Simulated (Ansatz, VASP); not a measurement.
# Two plane-wave programs on NaCl

The input INCAR:

```
SYSTEM = NaCl
PREC = Accurate
ENCUT = 520
EDIFF = 1E-6
ISMEAR = 0
SIGMA = 0.01
LREAL = .FALSE.
LASPH = .TRUE.
NELM = 100
ALGO = Normal
ISIF = 2
LWAVE = .FALSE.
LCHARG = .FALSE.
GGA = PE
NBANDS = 22
```

File KPOINTS:

```
regular mesh
0
G
  6 6 4
  0 0 0
```

The input POSCAR:

```
NaCl
1.0
    3.8922715004      0.0000000000      0.0000000000
   -1.9461357502      3.3708059977      0.0000000000
    0.0000000000      0.0000000000      6.7368164122
Na Cl
2 2
Direct
    0.0000000000      0.0000000000      0.0000000000
    0.0000000000      0.0000000000      0.5000000000
    0.3333333333      0.6666666667      0.2500000000
    0.6666666667      0.3333333333      0.7500000000
```

Input for Ansatz:

```yaml
crystal:
  lattice:
    - [3.8922715004, 0.0, 0.0]
    - [-1.9461357502, 3.3708059977, 0.0]
    - [0.0, 0.0, 6.7368164122]
  atoms:
    - { symbol: Na, position: [0.0, 0.0, 0.0] }
    - { symbol: Na, position: [0.0, 0.0, 0.5] }
    - { symbol: Cl, position: [0.3333333333, 0.6666666667, 0.25] }
    - { symbol: Cl, position: [0.6666666667, 0.3333333333, 0.75] }
kpoints:
  mp_grid: { grid: [6, 6, 4] }
hamiltonian:
  xc: pbe
scf:
  occupations: { method: fixed }
output:
  optics:
    e_range: [0, 20]
    de: 0.05
    sigma: 0.1
    bands: { spectra_wanted_up_to: 20 }
```

Alike in both runs: task single point; functional PBE; k mesh 6 × 6 × 4; no spin polarisation.

|  | VASP | Ansatz |
| --- | --- | --- |
| version | VASP 6.6.1 | Ansatz 0.2.0 |
| potentials or method | VASP PAW PBE potentials, release 64 (Na_pv, Cl) | plane waves, PAW |
| plane-wave cutoff (eV) | 520 | 420 |
| occupations | gaussian, width 0.01 eV | fixed |
| valence electrons in the cell | 28 | 32 |

```tsv
	VASP	Ansatz	Ansatz less VASP
gap on the k mesh at the Fermi level (eV)	5.07	5.07	0.000
```

VASP's potentials hold 28 valence electrons a cell and Ansatz's 32, so a difference there can come from the potentials and not from the codes.
